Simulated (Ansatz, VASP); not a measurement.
## Mg3SnO4 in VASP and in Ansatz

File INCAR:

```
PREC = Accurate
ENCUT = 600
EDIFF = 1E-6
ISMEAR = 0
SIGMA = 0.15
LREAL = Auto
LASPH = True
NELM = 60
ALGO = Normal
ISIF = 3
LWAVE = False
LCHARG = False
GGA = PE
IBRION = 2
NSW = 36
EDIFFG = -0.08
```

The input KPOINTS:

```
regular mesh
0
Gamma
  4 4 1
```

POSCAR

```
Mg3SnO4
1.0
    3.2000000000      0.0000000000      0.0000000000
    0.0000000000      3.2000000000      0.0000000000
    0.0000000000      0.0000000000     19.5000000000
Mg Sn O
6 2 8
Direct
    0.5000000000      0.0000000000      0.1620000000
    0.5000000000      0.0000000000      0.7300000000
    0.5000000000      0.0000000000      0.9460000000
    0.0000000000      0.5000000000      0.8380000000
    0.0000000000      0.5000000000      0.2700000000
    0.0000000000      0.5000000000      0.0540000000
    0.5000000000      0.0000000000      0.3850000000
    0.0000000000      0.5000000000      0.6150000000
    0.5000000000      0.0000000000      0.0540000000
    0.5000000000      0.0000000000      0.2700000000
    0.5000000000      0.0000000000      0.6300000000
    0.5000000000      0.0000000000      0.8380000000
    0.0000000000      0.5000000000      0.9460000000
    0.0000000000      0.5000000000      0.3700000000
    0.0000000000      0.5000000000      0.1620000000
    0.0000000000      0.5000000000      0.7300000000
```

Input for Ansatz:

```yaml
crystal:
  lattice:
    - [3.2, 0.0, 0.0]
    - [0.0, 3.2, 0.0]
    - [0.0, 0.0, 19.5]
  atoms:
    - { symbol: Mg, position: [0.5, 0.0, 0.162] }
    - { symbol: Mg, position: [0.5, 0.0, 0.73] }
    - { symbol: Mg, position: [0.5, 0.0, 0.946] }
    - { symbol: Mg, position: [0.0, 0.5, 0.838] }
    - { symbol: Mg, position: [0.0, 0.5, 0.27] }
    - { symbol: Mg, position: [0.0, 0.5, 0.054] }
    - { symbol: Sn, position: [0.5, 0.0, 0.385] }
    - { symbol: Sn, position: [0.0, 0.5, 0.615] }
    - { symbol: O, position: [0.5, 0.0, 0.054] }
    - { symbol: O, position: [0.5, 0.0, 0.27] }
    - { symbol: O, position: [0.5, 0.0, 0.63] }
    - { symbol: O, position: [0.5, 0.0, 0.838] }
    - { symbol: O, position: [0.0, 0.5, 0.946] }
    - { symbol: O, position: [0.0, 0.5, 0.37] }
    - { symbol: O, position: [0.0, 0.5, 0.162] }
    - { symbol: O, position: [0.0, 0.5, 0.73] }
basis:
  ecutwfc: 420
kpoints:
  mp_grid: { grid: [4, 4, 1] }
hamiltonian:
  xc: pbe
scf:
  occupations: { method: gaussian, width: 0.15 }
  lower_state_search: "off"
output:
  forces: true
  stress: true
  eigenvalues: true
relax:
  adjacent_minimum: "off"
  f_tol: 0.08
  max_steps: 16
  cell: { stress_tol: 0.8 }
```

Alike in both runs: task relaxation of cell and atoms; functional PBE; k mesh 4 × 4 × 1; occupations gaussian, width 0.15 eV; no spin polarisation.

|  | VASP | Ansatz |
| --- | --- | --- |
| version | VASP 6.6.1 | Ansatz 0.2.0 |
| potentials or method | VASP PAW PBE potentials, release 64 (Mg, Sn_d, O), cutoff 600 eV | scalar-relativistic, plane waves, PAW |
| valence electrons in the cell | 88 | 136 |

Ansatz gave:

* gap on the k mesh at the Fermi level, each at its own relaxed structure (eV): 1.13
* relaxed volume (Å³/atom): 11.62
* relaxed cell length with the largest relative difference (Å): 19.231

Question: Estimate VASP's values.

Answer: gap on the k mesh at the Fermi level, each at its own relaxed structure (eV): 1.21; relaxed volume (Å³/atom): 11.70; relaxed cell length with the largest relative difference (Å): 19.550.

VASP's potentials hold 88 valence electrons a cell and Ansatz's 136, so a difference there can come from the potentials and not from the codes.

The k mesh is coarse, so the values compare programs but aren't converged.
